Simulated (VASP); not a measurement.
Ti, 3 atoms in the cell. It takes space group P6/mmm (No. 191, hexagonal). The conventional cell has a = 4.580 Å, b = 4.580 Å, c = 2.831 Å, α = 90.00°, β = 90.00°, γ = 120.00°. Ti (site symmetry -6m2) has 11 Ti at 2.64 to 3.00 Å within 3.5 Å. Within 3.7 Å of Ti (site symmetry 6/mmm) lie 14 Ti at 2.83 to 3.00 Å. 

```yaml
Program: VASP 6.6.1
Task: single point
Functional: PBE
Potentials_or_basis: VASP PAW PBE potentials, release 64 (Ti_sv)
Cutoff: 520 eV
k_mesh: 7 × 7 × 9
Occupations: fermi-dirac, width 0.05 eV
Spin: no spin polarisation
Dipole_correction: no
Further_INCAR_settings: ALGO = Normal; EDIFF = 1e-06; NBANDS = 25
```

Potentials or basis: VASP PAW PBE potentials, release 64 (Ti_sv).

Launch:

```console
$ cat potpaw_PBE.64/Ti_sv/POTCAR > POTCAR
$ mpirun -np 1 vasp_std > vasp.out
```

Hardware: 1 thread of Intel(R) Xeon(R) 6975P-C (Granite Rapids), on a shared host.

**Question.** How long does it take, and how much memory?

**Answer.** It took 25 s on 1 thread of Intel(R) Xeon(R) 6975P-C (Granite Rapids), on a shared host, peak memory 0.19 GiB. Counts: scf iterations 15, k points 40.
